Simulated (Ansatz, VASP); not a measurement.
**CdSe in VASP and in Ansatz**

```xyz
2
Lattice="0.0000 2.8740 2.8740 2.8740 0.0000 2.8740 2.8740 2.8740 0.0000" Properties=species:S:1:pos:R:3 pbc="T T T"
Cd    0.0000    0.0000    0.0000
Se    2.8740    2.8740    2.8740
```

Alike in both runs: task single point; functional PBE; k mesh 2 × 2 × 2; no spin polarisation.

```csv
,VASP,Ansatz
version,VASP 6.6.1,Ansatz 0.2.0
potentials or method,"VASP PAW PBE potentials, release 64 (Cd, Se), cutoff 500 eV","scalar-relativistic, plane waves, PAW"
occupations,"fermi-dirac, width 0.25852 eV",fermi-dirac
valence electrons in the cell,18,36
```

```csv
,VASP,Ansatz,Ansatz less VASP
gap on the k mesh at the Fermi level (eV),none,none,-
pressure (GPa),7.8,7.4,-0.36
```

A gap of «none» marks a metal or a gap that the smearing closes. VASP's potentials hold 18 valence electrons a cell and Ansatz's 36, so a difference there can come from the potentials and not from the codes.

The k mesh is coarse, so the values compare programs but aren't converged.
